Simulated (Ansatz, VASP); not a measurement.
One calculation of KSnB4, two programs

The input POSCAR:

```
KSnB4
1.0
    0.0000000000      5.6297600000      0.0000000000
    5.6297600000      0.0000000000      0.0000000000
    2.8148800000      2.8148800000     -6.5489150000
K B Sn
2 8 2
Direct
    0.3750000000      0.1250000000      0.7500000000
    0.6250000000      0.8750000000      0.2500000000
    0.8952000000      0.7999000000      0.9182000000
    0.2999000000      0.1866000000      0.4182000000
    0.6866000000      0.2819000000      0.9182000000
    0.7819000000      0.3952000000      0.4182000000
    0.1048000000      0.2001000000      0.0818000000
    0.7001000000      0.8134000000      0.5818000000
    0.3134000000      0.7181000000      0.0818000000
    0.2181000000      0.6048000000      0.5818000000
    0.8750000000      0.6250000000      0.7500000000
    0.1250000000      0.3750000000      0.2500000000
```

INCAR.step1

```
ALGO     = Normal         # electronic algorithm
EDIFF    = 1E-4           # SCF threshold, eV
ENCUT    = 520            # plane-wave cutoff, eV
GGA      = PE             # functional
ISMEAR   = 1              # smearing method
LASPH    = T              # aspherical terms in the spheres
LCHARG   = F              # write CHGCAR
LREAL    = F              # projectors in reciprocal space
LWAVE    = T              # write WAVECAR
NBANDS   = 47             # bands
NELM     = 100            # most SCF steps
PREC     = Accurate       # precision mode
SIGMA    = 0.0115         # smearing width, eV
```

INCAR.step2

```
ALGO     = Normal         # electronic algorithm
EDIFF    = 1E-6           # SCF threshold, eV
ENCUT    = 520            # plane-wave cutoff, eV
ISIF     = 2              # what is computed and relaxed
ISMEAR   = 1              # smearing method
ISTART   = 1            
LASPH    = T              # aspherical terms in the spheres
LCHARG   = F              # write CHGCAR
LMIXTAU  = T            
LREAL    = F              # projectors in reciprocal space
LWAVE    = F              # write WAVECAR
METAGGA  = R2SCAN         # meta-GGA
NBANDS   = 47             # bands
NELM     = 100            # most SCF steps
PREC     = Accurate       # precision mode
SIGMA    = 0.0115         # smearing width, eV
```

Contents of KPOINTS:

```
k-points
0
Gamma
  5 5 5
```

Input for Ansatz:

```yaml
crystal:
  lattice:
    - [0.0, 5.62976, 0.0]
    - [5.62976, 0.0, 0.0]
    - [2.81488, 2.81488, -6.548915]
  atoms:
    - { symbol: K, position: [0.375, 0.125, 0.75] }
    - { symbol: K, position: [0.625, 0.875, 0.25] }
    - { symbol: B, position: [0.8952, 0.7999, 0.9182] }
    - { symbol: B, position: [0.2999, 0.1866, 0.4182] }
    - { symbol: B, position: [0.6866, 0.2819, 0.9182] }
    - { symbol: B, position: [0.7819, 0.3952, 0.4182] }
    - { symbol: B, position: [0.1048, 0.2001, 0.0818] }
    - { symbol: B, position: [0.7001, 0.8134, 0.5818] }
    - { symbol: B, position: [0.3134, 0.7181, 0.0818] }
    - { symbol: B, position: [0.2181, 0.6048, 0.5818] }
    - { symbol: Sn, position: [0.875, 0.625, 0.75] }
    - { symbol: Sn, position: [0.125, 0.375, 0.25] }
  symmetry: { tolerance: 0.0003 }
kpoints:
  mp_grid: { grid: [5, 5, 5], shift: [0, 0, 0] }
  band_path:
    path:
      - [0.0, 0.0, 0.0]
      - [0.5, 0.5, 0.5]
      - [0.5, 0.5, 0.75]
      - [0.5, 0.0, 0.5]
      - [0.0, 0.0, 0.0]
      - [0.0, 0.0, 0.5]
      - [0.40762572, 0.0, 0.70381286]
      - [0.59237428, 0.0, 0.29618714]
      - [0.0, 0.0, 0.0]
      - [0.5, 0.5, 0.5]
      - [0.59237428, 0.40762572, 0.5]
    npoints: 6
magnetization:
  spin_polarized: false
scf:
  occupations: { method: cold, width: 0.0115 }
  lower_state_search: "off"
  max_iter: 200
hamiltonian:
  pseudopotentials: { kind: paw }
  xc: r2scan
basis:
  ecutwfc: 500
  fft_grid_basis: typed
output:
  forces: true
  stress: true
  eigenvalues: true
  bader: true
  populations: true
  elf: true
  write_potential: true
  volumetric_format: npy
  dos:
    e_range: [-12, 8]
    de: 0.05
    projected: { site_lists: { B: [B], K: [K], Sn: [Sn] } }
checkpoint:
  read: saved_state
```

Alike in both runs: task single point; functional r2SCAN; k mesh 5 × 5 × 5; no spin polarisation.

|  | VASP | Ansatz |
| --- | --- | --- |
| version | VASP 6.6.1 | Ansatz 0.2.0 |
| potentials or method | VASP PAW PBE potentials, release 64 (K_sv, B, Sn_d), cutoff 520 eV | PAW plane waves |
| occupations | methfessel-paxton of order 1, width 0.0115 eV | cold, width 0.0115 eV |
| valence electrons in the cell | 70 | 70 |

Ansatz gave:

* pressure (GPa): 26.0
* traceless stress, the component that is largest in VASP (GPa): 8.98
* rms of the force components (eV/Å): 2.835

Task: What did VASP give for the same quantities?

Result: Pressure (GPa): 25.9; traceless stress, the component that is largest in VASP (GPa): 9.01; rms of the force components (eV/Å): 2.813.

VASP's potentials were made for PBE, not for r2SCAN. Atom by atom the forces differ by 0.022 eV/Å (rms over components).
